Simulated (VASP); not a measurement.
# MgSi2N2 (I4/mmm) in VASP: further runs

MgSi2N2 is run at these levels: PBE; tasks: relaxation of cell and atoms, single point.

Program: VASP 6.6.1. These are calculated values, not measurements. Logs are shortened: lines on timing, memory, paths and dates and some standing lists are left out, and cuts for length are marked.

**1. The cell of the first run**

The structure is tetragonal, space group I4/mmm (No. 139). Conventional cell: a = 3.661 Å, b = 3.661 Å, c = 9.525 Å, α = 90.00°, β = 90.00°, γ = 90.00°. Within 3.8 Å of Mg (site symmetry 4/mmm) lie 10 N at 2.90 to 3.45 Å and 8 Si at 3.00 Å and 4 Mg at 3.66 Å. Within 2.8 Å of Si (site symmetry -4m2) lie 4 N at 2.12 Å and 4 Si at 2.59 Å. N (site symmetry 4mm) has 4 Si at 2.12 Å and 1 N at 2.62 Å within 2.8 Å.

**2. Relaxation of cell and atoms, PBE**

Contents of INCAR:

```
SYSTEM = MgSi2N2
  PREC = Accurate
  ENCUT = 600
  EDIFF = 1E-6
  ISMEAR = 0
  SIGMA = 0.1
  LREAL = .FALSE.
  LASPH = .TRUE.
  NELM = 100
  ALGO = Normal
  ISIF = 3
  LWAVE = .FALSE.
  LCHARG = .FALSE.
  GGA = PE
  IBRION = 2
  NSW = 90
  EDIFFG = -0.04
```

Contents of KPOINTS:

```
Automatic mesh
0
G
  6 6 6
  0 0 0
```

Contents of POSCAR:

```
MgSi2N2
1.0
   -1.8303133800      1.8303133800      4.7624151200
    1.8303133800     -1.8303133800      4.7624151200
    1.8303133800      1.8303133800     -4.7624151200
Mg Si N
1 2 2
Direct
    0.0000000000      0.0000000000      0.0000000000
    0.7500000000      0.2500000000      0.5000000000
    0.2500000000      0.7500000000      0.5000000000
    0.3625393500      0.3625393500      0.0000000000
    0.6374606500      0.6374606500      0.0000000000
```

Potentials or basis: VASP PAW PBE potentials, release 64 (Mg, Si, N).

Launch:

```bash
> cat potpaw_PBE.64/Mg/POTCAR potpaw_PBE.64/Si/POTCAR potpaw_PBE.64/N/POTCAR > POTCAR
> mpirun -np 1 vasp_std > vasp.out
```

OUTCAR:

```text
SYSTEM = MgSi2N2
   PREC = Accurate
   ENCUT = 600
   EDIFF = 1E-6
   ISMEAR = 0
   LREAL = .FALSE.
   LASPH = .TRUE.
   NELM = 100
   ISIF = 3
   GGA = PE
   IBRION = 2
   NSW = 90
   EDIFFG = -0.04

 ion  position               nearest neighbor table
   1  0.000  0.000  0.000-   2 3.00   3 3.00   2 3.00   3 3.00   2 3.00   3 3.00   2 3.00   3 3.00

   2  0.750  0.250  0.500-   5 2.12   4 2.12   4 2.12   5 2.12   3 2.59   3 2.59   3 2.59   3 2.59
                             1 3.00   1 3.00   1 3.00   1 3.00
   3  0.250  0.750  0.500-   5 2.12   4 2.12   4 2.12   5 2.12   2 2.59   2 2.59   2 2.59   2 2.59
                             1 3.00   1 3.00   1 3.00   1 3.00
   4  0.363  0.363  0.000-   2 2.12   3 2.12   3 2.12   2 2.12
   5  0.637  0.637  0.000-   2 2.12   3 2.12   3 2.12   2 2.12

  LATTYP: Found a body centered tetragonal cell.
 ALAT       =     3.6606267600
 C/A-ratio  =     2.6019670577

  Lattice vectors:

 A1 = (  -1.8303133800,   1.8303133800,   4.7624151200)
 A2 = (   1.8303133800,  -1.8303133800,   4.7624151200)
 A3 = (   1.8303133800,   1.8303133800,  -4.7624151200)

Analysis of symmetry for initial positions (statically):
=====================================================================
 Subroutine PRICEL returns:
 Original cell was already a primitive cell.

 Routine SETGRP: Setting up the symmetry group for a
 body centered tetragonal supercell.

 Subroutine GETGRP returns: Found 16 space group operations
 (whereof 16 operations were pure point group operations)
 out of a pool of 16 trial point group operations.

The static configuration has the point symmetry D_4h.

Analysis of symmetry for dynamics (positions and initial velocities):
=====================================================================
 Subroutine PRICEL returns:
 Original cell was already a primitive cell.

 Routine SETGRP: Setting up the symmetry group for a
 body centered tetragonal supercell.

 Subroutine GETGRP returns: Found 16 space group operations
 (whereof 16 operations were pure point group operations)
 out of a pool of 16 trial point group operations.

The dynamic configuration has the point symmetry D_4h.

 Subroutine INISYM returns: Found 16 space group operations
 (whereof 16 operations are pure point group operations),
 and found     1 'primitive' translations

----------------------------------------------------------------------------------------

                                     Primitive cell

  volume of cell :      63.8173

  direct lattice vectors                    reciprocal lattice vectors
    -1.830313380  1.830313380  4.762415120     0.000000000  0.273177263  0.104988748
     1.830313380 -1.830313380  4.762415120     0.273177263  0.000000000  0.104988748
     1.830313380  1.830313380 -4.762415120     0.273177263  0.273177263  0.000000000

  length of vectors
[... 129 lines left out ...]

 number of electron      20.0000000 magnetization

 Free energy of the ion-electron system (eV)
  ---------------------------------------------------
  ext. energy  EPLUGINS =         0.00000000
  ---------------------------------------------------
  free energy    TOTEN  =       -24.71834776 eV

  energy without entropy =      -24.71064016  energy(sigma->0) =      -24.71449396

------------------------ aborting loop because EDIFF is reached ----------------------------------------

  FORCE on cell =-STRESS in cart. coord.  units (eV):
  Direction    XX          YY          ZZ          XY          YZ          ZX
  --------------------------------------------------------------------------------------
  -------------------------------------------------------------------------------------
  Total        0.5247566      0.5247566      0.2755481      0.0000000     -0.0000000      0.0000000
  in kB       13.1743845     13.1743845      6.9178303      0.0000000     -0.0000000      0.0000000
  external PRESSURE =      11.0888664 kB  Pullay stress =       0.0000000 kB
[... 98 lines left out ...]
  FREE ENERGIE OF THE ION-ELECTRON SYSTEM (eV)
  ---------------------------------------------------
  free  energy   TOTEN  =       -25.4952553720 eV

  energy  without entropy=      -25.4862038812  energy(sigma->0) =      -25.49072963

 E-fermi :   6.2167     XC(G=0):  -9.9480

 val. band max:        6.2087265743   @ k =  -0.1667   0.1667   0.1667
 cond. band min:       6.2980205751   @ k =  -0.1667   0.3333   0.1667
 fundamental gap:      0.0892940009
 Fermi energy:         6.2167083901

 k-point     1 :       0.0000    0.0000    0.0000
  band No.  band energies     occupation
      1     -13.3763      2.00000
      2      -9.2666      2.00000
      3      -3.4316      2.00000
      4      -3.4316      2.00000
      5      -1.1505      2.00000
      6       1.4132      2.00000
      7       1.4132      2.00000
      8       2.2212      2.00000
      9       2.6514      2.00000
     10       3.1405      2.00000
     11       7.7514      0.00000
     12       8.2334      0.00000
     13       9.9882      0.00000
     14      10.1085      0.00000
[... 379 lines left out ...]
      3      -3.4411      2.00000
      4      -3.2262      2.00000
      5      -1.3555      2.00000
      6       0.5075      2.00000
      7       0.8556      2.00000
      8       2.4447      2.00000
      9       3.4322      2.00000
     10       4.4218      2.00000
     11       7.2747      0.00000
     12       7.9442      0.00000
     13      10.6454      0.00000
     14      10.7009      0.00000

 [... further k-points ...]

[... ionic steps 4 to 10 ...]

--------------------------------------- Ionic step       11  -------------------------------------------

 number of electron      20.0000000 magnetization

------------------------ aborting loop because EDIFF is reached ----------------------------------------
[... 73 lines left out ...]
--------------------------------------- Ionic step       13  -------------------------------------------

 number of electron      20.0000000 magnetization

 Free energy of the ion-electron system (eV)
  ---------------------------------------------------
  ext. energy  EPLUGINS =         0.00000000
  ---------------------------------------------------
  free energy    TOTEN  =       -27.96780778 eV

  energy without entropy =      -27.95625092  energy(sigma->0) =      -27.96202935

 E-fermi :   6.5831     XC(G=0): -10.1773

 val. band max:        6.5756437332   @ k =   0.5000   0.5000   0.1667
 cond. band min:       6.5979441427   @ k =  -0.3333   0.5000   0.1667
 fundamental gap:      0.0223004095
 Fermi energy:         6.5831448623

 k-point     1 :       0.0000    0.0000    0.0000
  band No.  band energies     occupation
      1     -12.7639      2.00000
      2      -8.7565      2.00000
      3      -2.8457      2.00000
      4      -2.8457      2.00000
      5      -0.5348      2.00000
      6       1.9132      2.00000
      7       1.9132      2.00000
      8       2.8146      2.00000
      9       2.9647      2.00000
     10       3.3987      2.00000
     11       7.7874      0.00000
     12       8.8597      0.00000
     13      10.0449      0.00000
     14      10.7559      0.00000
[... 423 lines left out ...]
  FREE ENERGIE OF THE ION-ELECTRON SYSTEM (eV)
  ---------------------------------------------------
  free  energy   TOTEN  =       -27.9678077831 eV

  energy  without entropy=      -27.9562509202  energy(sigma->0) =      -27.96202935

 reached required accuracy - stopping structural energy minimisation
```

CONTCAR:

```text
MgSi2N2
   1.00000000000000
    -1.9227244793632077    1.9227244793632077    4.4752312750482082
     1.9227244793632077   -1.9227244793632077    4.4752312750482082
     1.9227244793632077    1.9227244793632077   -4.4752312750482082
  Mg              Si              N
     1     2     2
Direct
     0.0000000000000000    0.0000000000000000    0.0000000000000000
     0.7500000000000000    0.2500000000000000    0.5000000000000000
     0.2500000000000000    0.7500000000000000    0.5000000000000000
     0.2448946742675940    0.2448946742675940    0.0000000000000000
     0.7551053257324061    0.7551053257324061    0.0000000000000000

  0.00000000E+00  0.00000000E+00  0.00000000E+00
  0.00000000E+00  0.00000000E+00  0.00000000E+00
  0.00000000E+00  0.00000000E+00  0.00000000E+00
  0.00000000E+00  0.00000000E+00  0.00000000E+00
  0.00000000E+00  0.00000000E+00  0.00000000E+00
```

Run time: 14 min. Hardware: 1 thread of Intel Xeon Platinum 8259CL at 2.50GHz (Skylake/Cascade Lake), shared host; peak memory 0.36 GiB.

What came out:

| Item | Value |
| --- | --- |
| Free energy | -27.9678 eV |
| Relaxed volume | 13.24 Å³/atom |
| Relaxed cell | a = 5.237 Å, b = 5.237 Å, c = 5.237 Å, α = 136.92°, β = 136.92°, γ = 62.57° |
| Space group after relaxing (to 0.05 Å) | I4/mmm (No. 139) |
| Energy gained by relaxing | 649.9 meV/atom |
| Ionic steps | 13 |
| Pressure after relaxing | 0.0 GPa |
| Largest force after relaxing | 0.020 eV/Å |
| Band gap on the k mesh | zero (band 10 reaches 7.04 eV, above the bottom of band 11 at 6.15 eV) |

Forces in eV/Å, atoms in the order of the input:
```
Mg   0.000  0.000  0.000
Si   0.000  0.000  0.000
Si   0.000  0.000  0.000
N    0.000  0.000  0.020
N    0.000  0.000 -0.020
```

Step by step:
| step | energy change (eV) | largest force (eV/Å) | pressure (GPa) | volume (Å³) |
| --- | --- | --- | --- | --- |
| 1 | 0.0000 | 2.0340 | 1.11 | 63.82 |
| 2 | -0.3357 | 1.2994 | 2.02 | 64.64 |
| 3 | -0.7769 | 0.9863 | 3.69 | 66.20 |
| 4 | -1.8846 | 1.9108 | -1.02 | 69.40 |
| 5 | -2.7256 | 0.7855 | -5.64 | 76.10 |
| 6 | -3.0625 | 0.0013 | -6.36 | 73.82 |
| 7 | -2.0125 | 2.1408 | 28.70 | 57.62 |
| 8 | -3.1612 | 0.2902 | -1.40 | 69.60 |
| 9 | -3.1615 | 0.3055 | -1.20 | 69.45 |
| 10 | -3.2426 | 0.1013 | 0.09 | 66.70 |
| 11 | -3.2482 | 0.0573 | 0.72 | 65.76 |
| 12 | -3.2418 | 0.0706 | -1.85 | 67.19 |
| 13 | -3.2495 | 0.0201 | -0.03 | 66.18 |

Final structure:
```
Mg Si N
1.0
    -1.92272    1.92272    4.47523
     1.92272   -1.92272    4.47523
     1.92272    1.92272   -4.47523
Mg Si N
1 2 2
Direct
  0.00000 0.00000 0.00000
  0.75000 0.25000 0.50000
  0.25000 0.75000 0.50000
  0.24489 0.24489 0.00000
  0.75511 0.75511 0.00000
```

Caveat: the k points lie up to 0.39 Å⁻¹ apart in the final cell.

**3. Single point, PBE, collinear spin, ferromagnetic start**

Contents of INCAR:

```
SYSTEM = MgSi2N2
ALGO = Normal
EDIFF = 1E-6
ENCUT = 520
GGA = PE
ISIF = 2
ISMEAR = 0
ISPIN = 2
LASPH = .True.
LCHARG = .False.
LORBIT = 11
LREAL = .False.
LWAVE = .False.
MAGMOM = 0 0 0 1 1
NBANDS = 22
NELM = 150
PREC = Accurate
SIGMA = 0.1
```

Contents of KPOINTS:

```
k-points
0
Gamma
  6 6 6
  0 0 0
```

POSCAR is that of step 2.

Potentials or basis: VASP PAW PBE potentials, release 64 (Mg, Si, N).

Launch:

```bash
> cat potpaw_PBE.64/Mg/POTCAR potpaw_PBE.64/Si/POTCAR potpaw_PBE.64/N/POTCAR > POTCAR
> mpirun -np 1 vasp_std > vasp.out
```

OUTCAR:

```text
SYSTEM = MgSi2N2
   EDIFF = 1E-6
   ENCUT = 520
   GGA = PE
   ISIF = 2
   ISMEAR = 0
   ISPIN = 2
   LASPH = .True.
   LORBIT = 11
   LREAL = .False.
   NELM = 150
   PREC = Accurate

 ion  position               nearest neighbor table
   1  0.000  0.000  0.000-   2 3.00   3 3.00   2 3.00   3 3.00   2 3.00   3 3.00   2 3.00   3 3.00

   2  0.750  0.250  0.500-   5 2.12   4 2.12   4 2.12   5 2.12   3 2.59   3 2.59   3 2.59   3 2.59
                             1 3.00   1 3.00   1 3.00   1 3.00
   3  0.250  0.750  0.500-   5 2.12   4 2.12   4 2.12   5 2.12   2 2.59   2 2.59   2 2.59   2 2.59
                             1 3.00   1 3.00   1 3.00   1 3.00
   4  0.363  0.363  0.000-   2 2.12   3 2.12   3 2.12   2 2.12
   5  0.637  0.637  0.000-   2 2.12   3 2.12   3 2.12   2 2.12

[... 1442 lines left out ...]
      0.00000      0.00000      0.00000         0.000000      0.000000      0.000000
     -0.00000      1.83031      2.38121         0.000000      0.000000      0.000000
      1.83031     -0.00000      2.38121         0.000000      0.000000      0.000000
      0.00000      0.00000      3.45313        -0.000000     -0.000000     -2.032996
      0.00000      0.00000      6.07170        -0.000000     -0.000000      2.032996
 -----------------------------------------------------------------------------------
    total drift:                                0.000000      0.000000     -0.000000

  FREE ENERGIE OF THE ION-ELECTRON SYSTEM (eV)
  ---------------------------------------------------
  free  energy   TOTEN  =       -24.7144580751 eV

  energy  without entropy=      -24.7067500197  energy(sigma->0) =      -24.71060405

 total charge

# of ion       s       p       d       tot
------------------------------------------
    1        0.216   0.089   0.019   0.324
    2        0.815   0.704   0.000   1.519
    3        0.815   0.704   0.000   1.519
    4        1.368   2.174   0.000   3.542
    5        1.368   2.174   0.000   3.542
--------------------------------------------------
tot          4.583   5.845   0.019  10.447

 magnetization (x)

# of ion       s       p       d       tot
------------------------------------------
    1        0.000   0.000   0.000   0.000
    2        0.000   0.000   0.000   0.000
    3        0.000   0.000   0.000   0.000
    4       -0.000  -0.000   0.000  -0.000
    5       -0.000  -0.000   0.000  -0.000
--------------------------------------------------
tot         -0.000  -0.000   0.000  -0.000
```

stdout:

```text
POSCAR found type information on POSCAR MgSiN
 POSCAR found :  3 types and       5 ions
 scaLAPACK will be used
 LDA part: xc-table for (Slater+PW92), standard interpolation
 POSCAR, INCAR and KPOINTS ok, starting setup
 FFT: planning ... GRIDC
 FFT: planning ... GRID_SOFT
 FFT: planning ... GRID
 WAVECAR not read
 entering main loop
```

Run time: 2.9 min. Hardware: 1 thread of Intel Xeon Platinum 8259CL at 2.50GHz (Skylake/Cascade Lake), shared host; peak memory 0.31 GiB.

What came out:

```yaml
Free_energy: -24.7145 eV
Pressure: 1.2 GPa
Largest_force: 2.033 eV/Å
Band_gap_on_the_k_mesh: zero (filled and empty bands overlap)
Net_moment: 0.00 μB per cell
Valence_electrons_inside_the_program's_atomic_spheres: Mg 0.32; Si 1.52; N 3.54
```

Forces on the atoms (eV/Å):
```
Mg   0.000  0.000  0.000
Si   0.000  0.000  0.000
Si   0.000  0.000  0.000
N    0.000  0.000 -2.033
N    0.000  0.000  2.033
```

Stress tensor (GPa, compression positive):
```
1.40 0.00 0.00
0.00 1.40 0.00
0.00 0.00 0.77
```

Levels at points of the mesh, in eV from the Fermi level:
Spin up:
| k point | band 6 | band 7 | band 8 | band 9 | band 10 | band 11 | band 12 | band 13 | band 14 | band 15 |
| --- | --- | --- | --- | --- | --- | --- | --- | --- | --- | --- |
| (0.00, 0.00, 0.00) | -4.40 | -4.40 | -4.22 | -3.75 | -2.55 | -0.37 | 1.29 | 3.72 | 3.72 | 3.78 |
| (0.50, 0.00, 0.00) | -5.27 | -4.74 | -3.36 | -1.72 | -1.70 | 1.38 | 1.85 | 2.25 | 2.25 | 3.51 |
| (0.50, 0.50, 0.00) | -6.37 | -5.59 | -5.11 | -1.50 | 0.58 | 1.21 | 2.52 | 3.27 | 3.95 | 4.61 |
| (0.50, 0.50, 0.50) | -6.17 | -3.99 | -3.99 | -2.88 | -1.88 | -0.84 | 2.62 | 3.30 | 3.30 | 3.95 |
Spin down:
| k point | band 8 | band 9 | band 10 | band 11 | band 12 | band 13 |
| --- | --- | --- | --- | --- | --- | --- |
| (0.00, 0.00, 0.00) | -4.22 | -3.75 | -2.55 | -0.37 | 1.29 | 3.72 |
| (0.50, 0.00, 0.00) | -3.36 | -1.72 | -1.70 | 1.38 | 1.85 | 2.25 |
| (0.50, 0.50, 0.00) | -5.11 | -1.50 | 0.58 | 1.21 | 2.52 | 3.27 |
| (0.50, 0.50, 0.50) | -3.99 | -2.88 | -1.88 | -0.84 | 2.62 | 3.30 |

Caveat: the k points lie up to 0.40 Å⁻¹ apart; forces of over 1 eV/Å act on the atoms, so gaps and moduli don't describe the material at rest.

**4. Single point, PBE, collinear spin, ferromagnetic start**

This run uses another cell than the first one, of 13.27 Å³/atom, 1.039 times its volume.

Contents of INCAR:

```
SYSTEM = MgSi2N2
PREC = Accurate
ENCUT = 520
EDIFF = 1E-7
ISMEAR = 0
SIGMA = 0.1
LREAL = .False.
LASPH = .True.
NELM = 150
ALGO = Normal
ISIF = 2
LWAVE = .False.
LCHARG = .False.
ISPIN = 2
MAGMOM = 0 0 0 1 1
LORBIT = 11
GGA = PE
NBANDS = 22
```

Contents of KPOINTS:

```
Automatic mesh
0
Gamma
  6 6 6
  0 0 0
```

Contents of POSCAR:

```
MgSi2N2
1.0
   -1.9180900228      1.9180900228      4.5069946868
    1.9180900228     -1.9180900228      4.5069946868
    1.9180900228      1.9180900228     -4.5069946868
Mg Si N
1 2 2
Direct
    0.0000000000      0.0000000000      0.0000000000
    0.7500000000      0.2500000000      0.5000000000
    0.2500000000      0.7500000000      0.5000000000
    0.2454427245      0.2454427245      0.0000000000
    0.7545572755      0.7545572755      0.0000000000
```

Launch:

```bash
> cat potpaw_PBE.64/Mg/POTCAR potpaw_PBE.64/Si/POTCAR potpaw_PBE.64/N/POTCAR > POTCAR
> mpirun -np 1 vasp_std > vasp.out
```

It took 2.8 min on 1 thread of Intel Xeon Platinum 8259CL at 2.50GHz (Skylake/Cascade Lake), shared host; peak memory 0.31 GiB.

The run converged. Its results:

```
Free energy                                           : -27.9650 eV
Pressure                                              : 0.0 GPa
Largest force                                         : 0.035 eV/Å
Band gap on the k mesh                                : zero (filled and empty bands overlap)
Net moment                                            : 0.00 μB per cell
Valence electrons inside the program's atomic spheres : Mg 0.34; Si 1.51; N 3.79
```

Forces in eV/Å, atoms in the order of the input:
```
Mg   0.000  0.000  0.000
Si   0.000  0.000  0.000
Si   0.000  0.000  0.000
N    0.000  0.000 -0.035
N    0.000  0.000  0.035
```

Stress tensor (GPa, compression positive):
```
 0.29  0.00  0.00
 0.00  0.29  0.00
 0.00  0.00 -0.48
```

Levels at points of the mesh, in eV from the Fermi level:
Spin up:
```tsv
k point	band 8	band 9	band 10	band 11	band 12	band 13
(0.00, 0.00, 0.00)	-3.78	-3.60	-3.17	1.25	2.26	3.48
(0.50, 0.00, 0.00)	-5.66	-0.21	-0.13	1.63	1.82	3.84
(0.50, 0.50, 0.00)	-3.78	-2.29	-0.53	0.91	2.62	3.68
(0.50, 0.50, 0.50)	-3.92	-3.17	-0.99	0.59	2.89	5.08
```
Spin down:
```csv
k point,band 8,band 9,band 10,band 11,band 12,band 13
"(0.00, 0.00, 0.00)",-3.78,-3.60,-3.17,1.25,2.26,3.48
"(0.50, 0.00, 0.00)",-5.66,-0.21,-0.13,1.63,1.82,3.84
"(0.50, 0.50, 0.00)",-3.78,-2.29,-0.53,0.91,2.62,3.68
"(0.50, 0.50, 0.50)",-3.92,-3.17,-0.99,0.59,2.89,5.08
```

Caveat: the k points lie up to 0.39 Å⁻¹ apart.

**5. Overview**

```csv
task,spin,cell,cutoff (eV),gap on the mesh (eV),pressure (GPa),moment (μB),largest force (eV/Å)
relaxation of cell and atoms,off,"relaxed from a = 5.420 Å, angles 140.5, 140.5, 57.0°, 5 atoms",600,none,0.0,-,0.02
single point,"collinear, ferromagnetic start","a = 5.420 Å, angles 140.5, 140.5, 57.0°, 5 atoms",520,none,1.2,0.00,2.03
single point,"collinear, ferromagnetic start","a = 5.260 Å, angles 137.2, 137.2, 62.1°, 5 atoms",520,none,0.0,0.00,0.03
```

Alike in all rows: level PBE; potentials or basis VASP PAW PBE potentials, release 64 (Mg, Si, N); k mesh 6 × 6 × 6; smearing gaussian 0.1 eV.

Caveats: all runs use coarse meshes; forces of over 1 eV/Å act on the atoms, so gaps and moduli don't describe the material at rest (some runs).

Total energies depend on the potentials used, so only differences within one code and one set of settings carry meaning.
